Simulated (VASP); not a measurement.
# MnF2 (P4_2/mnm) in VASP: single point with LDA+U

Aim: the single point of MnF2 with LDA+U.

Program: VASP 6.6.1. These are calculated values, not measurements. Logs are shortened: lines on timing, memory, paths and dates and some standing lists are left out, and cuts for length are marked.

**1. The cell of the first run**

Symmetry: P4_2/mnm, No. 136, tetragonal system. Conventional cell: a = 4.873 Å, b = 4.873 Å, c = 3.310 Å, α = 90.00°, β = 90.00°, γ = 90.00°. Mn (site symmetry mmm) has 6 F at 2.10 to 2.13 Å within 2.8 Å. Within 2.8 Å of F (site symmetry m2m) lie 3 Mn at 2.10 to 2.13 Å and 1 F at 2.69 Å.

**2. Single point, LDA+U**

Input file INCAR:

```
PREC = Accurate ; ENCUT = 520
EDIFF = 1E-7 ; ISMEAR = 0
SIGMA = 0.05 ; LREAL = False
LASPH = True ; NELM = 150
ALGO = Normal ; ISIF = 2
LWAVE = False ; LCHARG = True
LMAXMIX = 4 ; LDAU = True
LDAUTYPE = 2 ; LDAUL = 2 -1
LDAUU = 4 0 ; LDAUJ = 0 0
LDAUPRINT = 1 ; LELF = True
LVHAR = True ; NBANDS = 36
```

Input file KPOINTS:

```
Automatic mesh
0
Gamma
  4 4 6
```

Input file POSCAR:

```
MnF2
1.0
    4.8733996600      0.0000000000      0.0000000000
    0.0000000000      4.8733996600      0.0000000000
    0.0000000000      0.0000000000      3.3098997700
Mn F
2 4
Direct
    0.0000000000      0.0000000000      0.0000000000
    0.5000000000      0.5000000000      0.5000000000
    0.3050000000      0.3050000000      0.0000000000
    0.1950000000      0.8050000000      0.5000000000
    0.6950000000      0.6950000000      0.0000000000
    0.8050000000      0.1950000000      0.5000000000
```

Potentials or basis: VASP PAW LDA potentials, release 64 (Mn_pv, F).

Run with:

```console
$ cat potpaw_LDA.64/Mn_pv/POTCAR potpaw_LDA.64/F/POTCAR > POTCAR
$ mpirun -np 1 vasp_std > vasp.out
```

OUTCAR:

```text
PREC = Accurate
   ENCUT = 520
   EDIFF = 1E-7
   ISMEAR = 0
   LREAL = False
   LASPH = True
   NELM = 150
   ISIF = 2

 ion  position               nearest neighbor table
   1  0.000  0.000  0.000-   3 2.10   5 2.10   4 2.13   6 2.13   4 2.13   6 2.13
   2  0.500  0.500  0.500-   4 2.10   6 2.10   5 2.13   3 2.13   3 2.13   5 2.13
   3  0.305  0.305  0.000-   1 2.10   2 2.13   2 2.13
   4  0.195  0.805  0.500-   2 2.10   1 2.13   1 2.13
   5  0.695  0.695  0.000-   1 2.10   2 2.13   2 2.13
   6  0.805  0.195  0.500-   2 2.10   1 2.13   1 2.13

  LATTYP: Found a simple tetragonal cell.
 ALAT       =     4.8733996600
 C/A-ratio  =     0.6791767556

  Lattice vectors:

 A1 = (   4.8733996600,   0.0000000000,   0.0000000000)
 A2 = (   0.0000000000,   4.8733996600,   0.0000000000)
 A3 = (   0.0000000000,   0.0000000000,   3.3098997700)

Analysis of symmetry for initial positions (statically):
=====================================================================
 Subroutine PRICEL returns:
 Original cell was already a primitive cell.

 Routine SETGRP: Setting up the symmetry group for a
 simple tetragonal supercell.

 Subroutine GETGRP returns: Found 16 space group operations
 (whereof  8 operations were pure point group operations)
 out of a pool of 16 trial point group operations.

The static configuration has the point symmetry D_2h.
 The point group associated with its full space group is D_4h.

Analysis of symmetry for dynamics (positions and initial velocities):
=====================================================================
 Subroutine PRICEL returns:
 Original cell was already a primitive cell.

 Routine SETGRP: Setting up the symmetry group for a
 simple tetragonal supercell.

 Subroutine GETGRP returns: Found 16 space group operations
 (whereof  8 operations were pure point group operations)
 out of a pool of 16 trial point group operations.

The dynamic configuration has the point symmetry D_2h.
 The point group associated with its full space group is D_4h.

 Subroutine INISYM returns: Found 16 space group operations
 (whereof  8 operations are pure point group operations),
 and found     1 'primitive' translations

----------------------------------------------------------------------------------------

                                     Primitive cell

  volume of cell :      78.6102

  direct lattice vectors                    reciprocal lattice vectors
     4.873399660  0.000000000  0.000000000     0.205195566  0.000000000  0.000000000
     0.000000000  4.873399660  0.000000000     0.000000000  0.205195566  0.000000000
     0.000000000  0.000000000  3.309899770     0.000000000  0.000000000  0.302123952

  length of vectors
     4.873399660  4.873399660  3.309899770     0.205195566  0.205195566  0.302123952

  position of ions in fractional coordinates (direct lattice)
     0.000000000  0.000000000  0.000000000
     0.500000000  0.500000000  0.500000000
     0.305000000  0.305000000  0.000000000
     0.195000000  0.805000000  0.500000000
     0.695000000  0.695000000  0.000000000
     0.805000000  0.195000000  0.500000000

  ion indices of the primitive-cell ions
   primitive index   ion index
                 1           1
                 2           2
                 3           3
                 4           4
                 5           5
                 6           6

----------------------------------------------------------------------------------------

[... 104 lines left out ...]
 Gauss-broadening in eV      SIGMA  =   0.05
  energy-cutoff  :      520.00
  volume of cell :       78.61
 maximum number of plane-waves:      2144
   NGX = 19   NGY = 19   NGZ = 13

atom =   1  type =  1  l = 2

 onsite density matrix

spin component  1

  0.4631  0.0000  0.4139  0.0000  0.0000
  0.0000  0.5065  0.0000  0.4239  0.0000
  0.4139  0.0000  0.5584  0.0000 -0.0000
  0.0000  0.4239  0.0000  0.5065  0.0000
  0.0000  0.0000 -0.0000  0.0000  0.4889

spin component  2

  0.4631  0.0000  0.4139  0.0000  0.0000
  0.0000  0.5065  0.0000  0.4239  0.0000
  0.4139  0.0000  0.5584  0.0000 -0.0000
  0.0000  0.4239  0.0000  0.5065  0.0000
  0.0000  0.0000 -0.0000  0.0000  0.4889

 occupancies and eigenvectors

  o =  0.0827  v = -0.0000 -0.7071  0.0000  0.7071 -0.0000  0.0000  0.0000  0.0000  0.0000  0.0000      0.0000  0.0000  0.0000  0.0000  0.0000  0.0000  0.0000  0.0000  0.0000  0.0000
  o =  0.0827  v =  0.0000  0.0000  0.0000  0.0000  0.0000 -0.0000 -0.7071  0.0000  0.7071 -0.0000      0.0000  0.0000  0.0000  0.0000  0.0000  0.0000  0.0000  0.0000  0.0000  0.0000
  o =  0.0942  v =  0.7464 -0.0000 -0.6655  0.0000 -0.0000  0.0000  0.0000  0.0000  0.0000  0.0000      0.0000  0.0000  0.0000  0.0000  0.0000  0.0000  0.0000  0.0000  0.0000  0.0000
  o =  0.0942  v =  0.0000  0.0000  0.0000  0.0000  0.0000  0.7464 -0.0000 -0.6655  0.0000 -0.0000      0.0000  0.0000  0.0000  0.0000  0.0000  0.0000  0.0000  0.0000  0.0000  0.0000
  o =  0.4889  v = -0.0000  0.0000 -0.0000  0.0000 -1.0000  0.0000  0.0000  0.0000  0.0000  0.0000      0.0000  0.0000  0.0000  0.0000  0.0000  0.0000  0.0000  0.0000  0.0000  0.0000
  o =  0.4889  v =  0.0000  0.0000  0.0000  0.0000  0.0000 -0.0000  0.0000 -0.0000  0.0000 -1.0000      0.0000  0.0000  0.0000  0.0000  0.0000  0.0000  0.0000  0.0000  0.0000  0.0000
  o =  0.9274  v =  0.0000  0.0000  0.0000  0.0000  0.0000 -0.6655  0.0000 -0.7464  0.0000  0.0000      0.0000  0.0000  0.0000  0.0000  0.0000  0.0000  0.0000  0.0000  0.0000  0.0000
  o =  0.9274  v = -0.6655  0.0000 -0.7464  0.0000  0.0000  0.0000  0.0000  0.0000  0.0000  0.0000      0.0000  0.0000  0.0000  0.0000  0.0000  0.0000  0.0000  0.0000  0.0000  0.0000
  o =  0.9304  v =  0.0000  0.0000  0.0000  0.0000  0.0000 -0.0000 -0.7071 -0.0000 -0.7071 -0.0000      0.0000  0.0000  0.0000  0.0000  0.0000  0.0000  0.0000  0.0000  0.0000  0.0000
  o =  0.9304  v = -0.0000 -0.7071 -0.0000 -0.7071 -0.0000  0.0000  0.0000  0.0000  0.0000  0.0000      0.0000  0.0000  0.0000  0.0000  0.0000  0.0000  0.0000  0.0000  0.0000  0.0000

atom =   2  type =  1  l = 2

 onsite density matrix

spin component  1

  0.4631  0.0000 -0.4139  0.0000  0.0000
  0.0000  0.5065  0.0000 -0.4239  0.0000
 -0.4139  0.0000  0.5584  0.0000  0.0000
  0.0000 -0.4239  0.0000  0.5065  0.0000
  0.0000  0.0000  0.0000  0.0000  0.4889

spin component  2

  0.4631  0.0000 -0.4139  0.0000  0.0000
  0.0000  0.5065  0.0000 -0.4239  0.0000
 -0.4139  0.0000  0.5584  0.0000  0.0000
  0.0000 -0.4239  0.0000  0.5065  0.0000
  0.0000  0.0000  0.0000  0.0000  0.4889

 occupancies and eigenvectors

  o =  0.0827  v =  0.0000  0.7071  0.0000  0.7071  0.0000  0.0000  0.0000  0.0000  0.0000  0.0000      0.0000  0.0000  0.0000  0.0000  0.0000  0.0000  0.0000  0.0000  0.0000  0.0000
  o =  0.0827  v =  0.0000  0.0000  0.0000  0.0000  0.0000  0.0000  0.7071  0.0000  0.7071  0.0000      0.0000  0.0000  0.0000  0.0000  0.0000  0.0000  0.0000  0.0000  0.0000  0.0000
  o =  0.0942  v =  0.0000  0.0000  0.0000  0.0000  0.0000 -0.7464  0.0000 -0.6655  0.0000  0.0000      0.0000  0.0000  0.0000  0.0000  0.0000  0.0000  0.0000  0.0000  0.0000  0.0000
  o =  0.0942  v = -0.7464  0.0000 -0.6655  0.0000  0.0000  0.0000  0.0000  0.0000  0.0000  0.0000      0.0000  0.0000  0.0000  0.0000  0.0000  0.0000  0.0000  0.0000  0.0000  0.0000
  o =  0.4889  v =  0.0000  0.0000 -0.0000  0.0000 -1.0000  0.0000  0.0000  0.0000  0.0000  0.0000      0.0000  0.0000  0.0000  0.0000  0.0000  0.0000  0.0000  0.0000  0.0000  0.0000
  o =  0.4889  v =  0.0000  0.0000  0.0000  0.0000  0.0000  0.0000  0.0000 -0.0000  0.0000 -1.0000      0.0000  0.0000  0.0000  0.0000  0.0000  0.0000  0.0000  0.0000  0.0000  0.0000
  o =  0.9274  v = -0.6655  0.0000  0.7464  0.0000 -0.0000  0.0000  0.0000  0.0000  0.0000  0.0000      0.0000  0.0000  0.0000  0.0000  0.0000  0.0000  0.0000  0.0000  0.0000  0.0000
  o =  0.9274  v =  0.0000  0.0000  0.0000  0.0000  0.0000 -0.6655  0.0000  0.7464  0.0000 -0.0000      0.0000  0.0000  0.0000  0.0000  0.0000  0.0000  0.0000  0.0000  0.0000  0.0000
  o =  0.9304  v =  0.0000  0.0000  0.0000  0.0000  0.0000  0.0000 -0.7071  0.0000  0.7071  0.0000      0.0000  0.0000  0.0000  0.0000  0.0000  0.0000  0.0000  0.0000  0.0000  0.0000
  o =  0.9304  v =  0.0000 -0.7071  0.0000  0.7071  0.0000  0.0000  0.0000  0.0000  0.0000  0.0000      0.0000  0.0000  0.0000  0.0000  0.0000  0.0000  0.0000  0.0000  0.0000  0.0000

 number of electron      54.0000035 magnetization

 Free energy of the ion-electron system (eV)
  ---------------------------------------------------
  ext. energy  EPLUGINS =         0.00000000
  ---------------------------------------------------
  free energy    TOTEN  =       -31.38818831 eV

  energy without entropy =      -31.37763137  energy(sigma->0) =      -31.38290984

 E-fermi :   2.4295     XC(G=0): -10.5495

 val. band max:        2.4216618269   @ k =   0.5000   0.0000   0.3333
 cond. band min:       2.4991964401   @ k =   0.2500   0.2500   0.3333
 fundamental gap:      0.0775346132
 Fermi energy:         2.4294833183

 k-point     1 :       0.0000    0.0000    0.0000
  band No.  band energies     occupation
      1     -45.1663      2.00000
      2     -45.1663      2.00000
      3     -44.8695      2.00000
      4     -44.8695      2.00000
      5     -44.6848      2.00000
      6     -44.6824      2.00000
[... 925 lines left out ...]
     35      10.7687      0.00000
     36      10.7687      0.00000

------------------------ aborting loop because EDIFF is reached ----------------------------------------

  FORCE on cell =-STRESS in cart. coord.  units (eV):
  Direction    XX          YY          ZZ          XY          YZ          ZX
  --------------------------------------------------------------------------------------
  -------------------------------------------------------------------------------------
  Total       -9.8465993     -9.8465993    -12.0432328      0.0000000      0.0000000      0.0000000
  in kB     -200.6864017   -200.6864017   -245.4566284      0.0000000      0.0000000      0.0000000
  external PRESSURE =    -215.6098106 kB  Pullay stress =       0.0000000 kB

 VOLUME and BASIS-vectors are now :
 -----------------------------------------------------------------------------
  energy-cutoff  :      520.00
  volume of cell :       78.61
      direct lattice vectors                 reciprocal lattice vectors
     4.873399660  0.000000000  0.000000000     0.205195566  0.000000000  0.000000000
     0.000000000  4.873399660  0.000000000     0.000000000  0.205195566  0.000000000
     0.000000000  0.000000000  3.309899770     0.000000000  0.000000000  0.302123952

 POSITION                                       TOTAL-FORCE (eV/Angst)
 -----------------------------------------------------------------------------------
      0.00000      0.00000      0.00000        -0.000000      0.000000      0.000000
      2.43670      2.43670      1.65495        -0.000000      0.000000      0.000000
      1.48639      1.48639      0.00000         0.114036      0.114036     -0.000000
      0.95031      3.92309      1.65495        -0.114036      0.114036     -0.000000
      3.38701      3.38701      0.00000        -0.114036     -0.114036      0.000000
      3.92309      0.95031      1.65495         0.114036     -0.114036      0.000000
 -----------------------------------------------------------------------------------
    total drift:                                0.000000      0.000000      0.000000

  FREE ENERGIE OF THE ION-ELECTRON SYSTEM (eV)
  ---------------------------------------------------
  free  energy   TOTEN  =       -31.3881883142 eV

  energy  without entropy=      -31.3776313672  energy(sigma->0) =      -31.38290984
```

Wall time 59 s (1 thread of Intel Xeon Platinum 8488C (Sapphire Rapids), shared host); peak memory 0.18 GiB.

What came out:

* Free energy: -31.3882 eV
* Pressure: -21.6 GPa
* Largest force: 0.161 eV/Å
* Band gap on the k mesh: zero (bands 27 and 28 overlap by 0.27 eV)

Forces on the atoms (eV/Å):
```
Mn   0.000  0.000  0.000
Mn   0.000  0.000  0.000
F    0.114  0.114  0.000
F   -0.114  0.114  0.000
F   -0.114 -0.114  0.000
F    0.114 -0.114  0.000
```

Stress tensor (GPa, compression positive):
```
-20.07   0.00   0.00
  0.00 -20.07   0.00
  0.00   0.00 -24.55
```

Levels at points of the mesh, in eV from the Fermi level:
```
           k point  band 24  band 25  band 26  band 27  band 28  band 29  band 30  band 31
(0.00, 0.00, 0.00)    -1.35    -1.35    -1.35    -0.18     0.45     1.56     1.84     2.69
(0.50, 0.00, 0.00)    -1.34    -1.30    -1.30     0.12     0.12     2.25     2.25     2.65
(0.50, 0.50, 0.00)    -1.40    -1.34    -1.34     0.15     0.15     1.92     1.92     2.69
(0.00, 0.00, 0.50)    -1.10    -1.09    -1.09    -0.06    -0.06     2.12     2.12     2.30
(0.50, 0.00, 0.50)    -1.27    -1.09    -1.09    -0.05    -0.05     1.91     1.91     2.73
(0.50, 0.50, 0.50)    -1.19    -1.10    -1.10    -0.13    -0.13     2.25     2.25     2.28
```

Eigenvalues of the final occupation matrices:
```csv
site,spin,trace,eigenvalues
site 1 d,1,2.52,0.08 0.09 0.49 0.93 0.93
site 1 d,2,2.52,0.08 0.09 0.49 0.93 0.93
site 2 d,1,2.52,0.08 0.09 0.49 0.93 0.93
site 2 d,2,2.52,0.08 0.09 0.49 0.93 0.93
```

Caveat: the cell stands under tension; the run has no spin polarisation, though such a crystal can be magnetic; U without spin polarisation on a metal has little footing. Spin polarisation is off, so any magnetic state and its effect on volume and gap are missing.

The gap in the log of VASP goes by the Fermi energy; the results here count the filled bands.